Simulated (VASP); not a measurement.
Set up this calculation in VASP 6.6.1, as the native input.

```
Task                   : single point
Functional             : r2SCAN
Potentials or basis    : VASP PAW PBE potentials, release 64 (Ti_sv, Te)
Cutoff                 : 520 eV
k mesh                 : 12 × 12 × 8
Occupations            : gaussian, width 0.1 eV
Spin                   : no spin polarisation
Dipole correction      : no
Further INCAR settings : ALGO = Normal; EDIFF = 1e-07; NBANDS = 26
```

Crystal: TiTe.

```xyz
4
Lattice="3.8091 0.0000 0.0000 -1.9046 3.2988 0.0000 0.0000 0.0000 7.2021" Properties=species:S:1:pos:R:3 pbc="T T T"
Ti    0.0000    0.0000    0.0000
Ti    0.0000    0.0000    3.6010
Te    0.0000    2.1992    1.8005
Te    1.9046    1.0996    5.4016
```

One way to write it, as run:

POSCAR

```
TiTe
1.0
    3.8091201174      0.0000000000      0.0000000000
   -1.9045600587      3.2987947877      0.0000000000
    0.0000000000      0.0000000000      7.2020852271
Ti Te
2 2
Direct
    0.0000000000      0.0000000000      0.0000000000
    0.0000000000      0.0000000000      0.5000000000
    0.3333333333      0.6666666667      0.2500000000
    0.6666666667      0.3333333333      0.7500000000
```

INCAR.step1

```
PREC = Accurate
ENCUT = 520
ISMEAR = 0
SIGMA = 0.1
LREAL = False
LASPH = True
NELM = 100
NBANDS = 26
GGA = PE
ALGO = Normal
EDIFF = 1E-4
LWAVE = True
LCHARG = False
```

INCAR.step2

```
PREC = Accurate
ENCUT = 520
EDIFF = 1E-7
ISMEAR = 0
SIGMA = 0.1
LREAL = False
LASPH = True
NELM = 100
ALGO = Normal
ISIF = 2
LWAVE = False
LCHARG = False
METAGGA = R2SCAN
LMIXTAU = True
NBANDS = 26
ISTART = 1
```

KPOINTS

```
Automatic mesh
0
Gamma
  12 12 8
```

Potentials or basis: VASP PAW PBE potentials, release 64 (Ti_sv, Te).

Launch:

```sh
$ cat potpaw_PBE.64/Ti_sv/POTCAR potpaw_PBE.64/Te/POTCAR > POTCAR
$ cp INCAR.step1 INCAR
$ mpirun -np 1 vasp_std > vasp.out
$ cp INCAR.step2 INCAR
$ mpirun -np 1 vasp_std > vasp.out
```

Results of the run:

```
Pressure               : -4.2 GPa
Band gap on the k mesh : zero (bands 18 and 19 overlap by 0.34 eV)
```

Caveat: the cell stands under tension; the PAW data sets were made with another functional, which shifts forces and pressure a little; spin-orbit coupling is left out, which moves the levels of the heavy elements.

It took 24 min on 1 thread of Intel Xeon 8259CL, on a shared host, peak memory 0.34 GiB.
